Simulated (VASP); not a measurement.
# SiC (P6_3mc) in VASP: single point with PBE

Aim: the single point of SiC with PBE.

Program: VASP 6.6.1. These are calculated values, not measurements. Logs are shortened: lines on timing, memory, paths and dates and some standing lists are left out, and cuts for length are marked.

## (1) The cell of the first run

The structure is hexagonal, space group P6_3mc (No. 186). Conventional cell: a = 3.095 Å, b = 3.095 Å, c = 15.187 Å, α = 90.00°, β = 90.00°, γ = 120.00°. Si (site symmetry 3m) has 4 C at 1.89 to 1.90 Å within 2.5 Å. Within 2.5 Å of Si (site symmetry 3m) lie 4 C at 1.89 to 1.90 Å. Si (site symmetry 3m) has 4 C at 1.90 Å within 2.5 Å. Within 2.5 Å of C (site symmetry 3m) lie 4 Si at 1.89 to 1.90 Å. Within 2.5 Å of C (site symmetry 3m) lie 4 Si at 1.89 to 1.90 Å. C (site symmetry 3m) has 4 Si at 1.90 Å within 2.5 Å.

## (2) Single point, PBE

INCAR reads:

```
SYSTEM = SiC
  PREC = Accurate
  ENCUT = 520
  EDIFF = 1E-7
  ISMEAR = 0
  SIGMA = 0.02
  LREAL = .False.
  LASPH = .True.
  NELM = 80
  ALGO = Normal
  ISIF = 2
  LWAVE = .False.
  LCHARG = .False.
  GGA = PE
  NBANDS = 36
```

KPOINTS reads:

```
regular mesh
0
Gamma
  12 12 2
  0 0 0
```

POSCAR reads:

```
SiC
1.0
    3.0950015876      0.0000000029      0.0000000000
   -1.5475007963      2.6803499982      0.0000000000
    0.0000000000      0.0000000000     15.1865709614
Si C
6 6
Direct
    0.3333333333      0.6666666667      0.8329927009
    0.6666666667      0.3333333333      0.3329927009
    0.6666666667      0.3333333333      0.6665012400
    0.3333333333      0.6666666667      0.1665012400
    0.0000000000      0.0000000000      0.4997230254
    0.0000000000      0.0000000000      0.9997230254
    0.0000000000      0.0000000000      0.8743713551
    0.0000000000      0.0000000000      0.3743713551
    0.3333333333      0.6666666667      0.7079991940
    0.6666666667      0.3333333333      0.2079991940
    0.6666666667      0.3333333333      0.5415134846
    0.3333333333      0.6666666667      0.0415134846
```

Potentials or basis: VASP PAW PBE potentials, release 64 (Si, C).

Run with:

```console
> cat potpaw_PBE.64/Si/POTCAR potpaw_PBE.64/C/POTCAR > POTCAR
> mpirun -np 1 vasp_std > vasp.out
```

OUTCAR:

```text
SYSTEM = SiC
   PREC = Accurate
   ENCUT = 520
   EDIFF = 1E-7
   ISMEAR = 0
   LREAL = .False.
   LASPH = .True.
   NELM = 80
   ISIF = 2
   GGA = PE

 ion  position               nearest neighbor table
   1  0.333  0.667  0.833-   7 1.89   7 1.89   7 1.89   9 1.90   3 3.10   3 3.10   3 3.10   6 3.10
                             6 3.10   6 3.10
   2  0.667  0.333  0.333-   8 1.89   8 1.89   8 1.89  10 1.90   4 3.10   4 3.10   4 3.10   5 3.10
                             5 3.10   5 3.10
   3  0.667  0.333  0.667-   9 1.89   9 1.89   9 1.89  11 1.90   1 3.10   1 3.10   1 3.10   5 3.10
                             5 3.10   5 3.10
   4  0.333  0.667  0.167-  10 1.89  10 1.89  10 1.89  12 1.90   2 3.10   2 3.10   2 3.10   6 3.10
                             6 3.10   6 3.10
   5  0.000  0.000  0.500-  11 1.90  11 1.90  11 1.90   8 1.90   2 3.10   2 3.10   2 3.10   3 3.10
                             3 3.10   3 3.10
   6  0.000  0.000  1.000-  12 1.90  12 1.90  12 1.90   7 1.90   1 3.10   1 3.10   1 3.10   4 3.10
                             4 3.10   4 3.10
   7  0.000  0.000  0.874-   1 1.89   1 1.89   1 1.89   6 1.90
   8  0.000  0.000  0.374-   2 1.89   2 1.89   2 1.89   5 1.90
   9  0.333  0.667  0.708-   3 1.89   3 1.89   3 1.89   1 1.90
  10  0.667  0.333  0.208-   4 1.89   4 1.89   4 1.89   2 1.90
  11  0.667  0.333  0.542-   5 1.90   5 1.90   5 1.90   3 1.90
  12  0.333  0.667  0.042-   6 1.90   6 1.90   6 1.90   4 1.90

  LATTYP: Found a hexagonal cell.
 ALAT       =     3.0950015876
 C/A-ratio  =     4.9068055481

  Lattice vectors:

 A1 = (   3.0950015876,   0.0000000029,   0.0000000000)
 A2 = (  -1.5475007963,   2.6803499982,   0.0000000000)
 A3 = (   0.0000000000,   0.0000000000,  15.1865709614)

Analysis of symmetry for initial positions (statically):
=====================================================================
 Subroutine PRICEL returns:
 Original cell was already a primitive cell.

 Routine SETGRP: Setting up the symmetry group for a
 hexagonal supercell.

 Subroutine GETGRP returns: Found 12 space group operations
 (whereof  6 operations were pure point group operations)
 out of a pool of 24 trial point group operations.

The static configuration has the point symmetry C_3v.
 The point group associated with its full space group is C_6v.

Analysis of symmetry for dynamics (positions and initial velocities):
=====================================================================
 Subroutine PRICEL returns:
 Original cell was already a primitive cell.

 Routine SETGRP: Setting up the symmetry group for a
 hexagonal supercell.

 Subroutine GETGRP returns: Found 12 space group operations
 (whereof  6 operations were pure point group operations)
 out of a pool of 24 trial point group operations.

The dynamic configuration has the point symmetry C_3v.
 The point group associated with its full space group is C_6v.

 Subroutine INISYM returns: Found 12 space group operations
 (whereof  6 operations are pure point group operations),
 and found     1 'primitive' translations

----------------------------------------------------------------------------------------

                                     Primitive cell

  volume of cell :     125.9830

  direct lattice vectors                    reciprocal lattice vectors
     3.095001588  0.000000003  0.000000000     0.323101611  0.186542803  0.000000000
    -1.547500796  2.680349998  0.000000000    -0.000000000  0.373085605  0.000000000
     0.000000000  0.000000000 15.186570961     0.000000000  0.000000000  0.065847649

  length of vectors
     3.095001588  3.095001588 15.186570961     0.373085605  0.373085605  0.065847649

  position of ions in fractional coordinates (direct lattice)
     0.333333333  0.666666667  0.832992701
     0.666666667  0.333333333  0.332992701
     0.666666667  0.333333333  0.666501240
     0.333333333  0.666666667  0.166501240
     0.000000000  0.000000000  0.499723025
     0.000000000  0.000000000  0.999723025
     0.000000000  0.000000000  0.874371355
     0.000000000  0.000000000  0.374371355
     0.333333333  0.666666667  0.707999194
     0.666666667  0.333333333  0.207999194
     0.666666667  0.333333333  0.541513485
     0.333333333  0.666666667  0.041513485

  ion indices of the primitive-cell ions
   primitive index   ion index
                 1           1
                 2           2
                 3           3
                 4           4
                 5           5
                 6           6
                 7           7
                 8           8
                 9           9
                10          10
                11          11
                12          12

----------------------------------------------------------------------------------------

 KPOINTS: regular mesh

Automatic generation of k-mesh.
 Grid dimensions read from file:
 generate k-points for:   12   12    2

 Generating k-lattice:

  Cartesian coordinates                     Fractional coordinates (reciprocal lattice)
     0.026925134  0.015545234  0.000000000     0.083333333 -0.000000000  0.000000000
    -0.000000000  0.031090467  0.000000000    -0.000000000  0.083333333  0.000000000
     0.000000000  0.000000000  0.032923825     0.000000000  0.000000000  0.500000000

  Length of vectors
     0.031090467  0.031090467  0.032923825

  Shift w.r.t. Gamma in fractional coordinates (k-lattice)
     0.000000000  0.000000000  0.000000000

 Subroutine IBZKPT returns following result:
 ===========================================

 Found     38 irreducible k-points:

 Following reciprocal coordinates:
            Coordinates               Weight
  0.000000  0.000000  0.000000      1.000000
  0.083333  0.000000  0.000000      6.000000
  0.166667  0.000000  0.000000      6.000000
  0.250000  0.000000  0.000000      6.000000
  0.333333  0.000000  0.000000      6.000000
  0.416667  0.000000  0.000000      6.000000
[... 16 lines left out ...]
  0.250000  0.000000  0.500000      6.000000
  0.333333  0.000000  0.500000      6.000000
 [... further k-points ...]
   k-points           NKPTS =     38   k-points in BZ     NKDIM =     38   number of bands    NBANDS=     36
   number of dos      NEDOS =    301   number of ions     NIONS =     12
   total plane-waves  NPLWV =  69120
   dimension x,y,z NGX =    24 NGY =   24 NGZ =  120
   dimension x,y,z NGXF=    48 NGYF=   48 NGZF=  240
   ions per type =               6   6
   NGX,Y,Z   is equivalent  to a cutoff of  12.89, 12.89, 13.14 a.u.
   NGXF,Y,Z  is equivalent  to a cutoff of  25.78, 25.78, 26.27 a.u.
 SYSTEM =  SiC
   PREC   = accura    normal or accurate (medium, high low for compatibility)
   ISTART =      0    job   : 0-new  1-cont  2-samecut
   ICHARG =      2    charge: 1-file 2-atom 10-const
   ISPIN  =      1    spin polarized calculation?
   LNONCOLLINEAR =      F non collinear calculations
   LSORBIT =      F    spin-orbit coupling
   LASPH  =      T    aspherical Exc in radial PAW
   ENCUT  =  520.0 eV  38.22 Ry    6.18 a.u.   5.75  5.75 28.24*2*pi/ulx,y,z
   NELM   =     80;   NELMIN=  2; NELMDL= -5     # of ELM steps
   EDIFF  = 0.1E-06   stopping-criterion for ELM
   LREAL  =      F    real-space projection
   EDIFFG = 0.1E-05   stopping-criterion for IOM
   NSW    =      0    number of steps for IOM
   IBRION =     -1    ionic relax: 0-MD 1-quasi-New 2-CG
   NFREE  =      0    steps in history (QN), initial steepest desc. (CG)
   ISIF   =      2    stress and relaxation
   ISYM   =      2    0-nonsym 1-usesym 2-fastsym
   POTIM  = 0.5000    time-step for ionic-motion
   TEBEG  =    0.0;   TEEND  =   0.0 temperature during run
   PSTRESS=    0.0 pullay stress
   NELECT =      48.0000    total number of electrons
   NUPDOWN=      -1.0000    fix difference up-down
   EMIN   =  10.00;   EMAX   =-10.00  energy-range for DOS
   EFERMI =   0.00;   METHOD = LEGACY
   ISMEAR =     0;   SIGMA  =   0.02  broadening in eV -4-tet -1-fermi 0-gaus
   EFERMI_NEDOS =   21; number of points for ismear=-14 and -15
   IALGO  =     38    algorithm
   IMIX   =      4    mixing-type and parameters
     AMIX     =   0.40;   BMIX     =  1.00
     AMIX_MAG =   1.60;   BMIX_MAG =  1.00
  volume/ion in A,a.u.               =      10.50        70.85
  Fermi-wavevector in a.u.,A,eV,Ry     =   1.186819  2.242763 19.164346  1.408540
  Thomas-Fermi vector in A             =   2.322984
   LORBIT       =      0    0 simple, 1 ext, 2 COOP (PROOUT), +10 PAW based schemes
   GGA     = PE    functional components
   LHFCALC =     F    Hartree Fock is set to
   AEXX    =    0.0000 exact exchange contribution
   IVDW    =     0    specifies the selected vdW correction
   LEPSILON=     F    determine dielectric tensor
   LRPA    =     F    only Hartree local field effects (RPA)
 non-spin polarized calculation
 Gauss-broadening in eV      SIGMA  =   0.02
  energy-cutoff  :      520.00
  volume of cell :      125.98
 maximum number of plane-waves:      3444
 NGX is ok and might be reduce to    24
   NGX = 11   NGY = 11   NGZ = 57

 number of electron      48.0000002 magnetization

 Free energy of the ion-electron system (eV)
  ---------------------------------------------------
  ext. energy  EPLUGINS =         0.00000000
  ---------------------------------------------------
  free energy    TOTEN  =       -90.37376112 eV

  energy without entropy =      -90.37376112  energy(sigma->0) =      -90.37376112

 E-fermi :   8.1446     XC(G=0): -11.2906

 val. band max:        7.9887392625   @ k =   0.0000   0.0000   0.0000
 cond. band min:      10.0179546572   @ k =   0.5000   0.0000   0.0000
 fundamental gap:      2.0292153947
 Fermi energy:         8.1445796564

 k-point     1 :       0.0000    0.0000    0.0000
  band No.  band energies     occupation
      1      -7.3523      2.00000
      2      -6.8369      2.00000
      3      -6.8019      2.00000
      4      -5.3269      2.00000
      5      -5.2985      2.00000
      6      -3.8404      2.00000
[... 925 lines left out ...]
     35      15.8187      0.00000
     36      15.8187      0.00000

 [... further k-points ...]

------------------------ aborting loop because EDIFF is reached ----------------------------------------

  FORCE on cell =-STRESS in cart. coord.  units (eV):
  Direction    XX          YY          ZZ          XY          YZ          ZX
  --------------------------------------------------------------------------------------
  -------------------------------------------------------------------------------------
  Total       -0.0409696     -0.0409696     -0.0371830     -0.0000000      0.0000000      0.0000000
  in kB       -0.5210274     -0.5210274     -0.4728708     -0.0000000      0.0000000      0.0000000
  external PRESSURE =      -0.5049752 kB  Pullay stress =       0.0000000 kB

 VOLUME and BASIS-vectors are now :
 -----------------------------------------------------------------------------
  energy-cutoff  :      520.00
  volume of cell :      125.98
      direct lattice vectors                 reciprocal lattice vectors
     3.095001588  0.000000003  0.000000000     0.323101611  0.186542803  0.000000000
    -1.547500796  2.680349998  0.000000000    -0.000000000  0.373085605  0.000000000
     0.000000000  0.000000000 15.186570961     0.000000000  0.000000000  0.065847649

 POSITION                                       TOTAL-FORCE (eV/Angst)
 -----------------------------------------------------------------------------------
     -0.00000      1.78690     12.65030         0.000000      0.000000     -0.000877
      1.54750      0.89345      5.05702        -0.000000     -0.000000     -0.000877
      1.54750      0.89345     10.12187        -0.000000     -0.000000     -0.000461
     -0.00000      1.78690      2.52858         0.000000      0.000000     -0.000461
      0.00000      0.00000      7.58908         0.000000     -0.000000      0.001464
      0.00000      0.00000     15.18236        -0.000000      0.000000      0.001464
      0.00000      0.00000     13.27870         0.000000      0.000000     -0.000260
      0.00000      0.00000      5.68542        -0.000000      0.000000     -0.000260
     -0.00000      1.78690     10.75208        -0.000000     -0.000000     -0.000126
      1.54750      0.89345      3.15879         0.000000      0.000000     -0.000126
      1.54750      0.89345      8.22373         0.000000      0.000000      0.000261
     -0.00000      1.78690      0.63045        -0.000000     -0.000000      0.000261
 -----------------------------------------------------------------------------------
    total drift:                                0.000000      0.000000     -0.000693

  FREE ENERGIE OF THE ION-ELECTRON SYSTEM (eV)
  ---------------------------------------------------
  free  energy   TOTEN  =       -90.3737611224 eV

  energy  without entropy=      -90.3737611224  energy(sigma->0) =      -90.37376112
```

Wall time 5.2 min (1 thread of AMD EPYC 7R13 (Zen 3), shared host); peak memory 0.27 GiB.

What came out:

| Property | Result |
| --- | --- |
| Free energy | -90.3738 eV |
| Pressure | -0.1 GPa |
| Band gap on the k mesh | 2.03 eV, indirect (least direct gap 3.12 eV) |
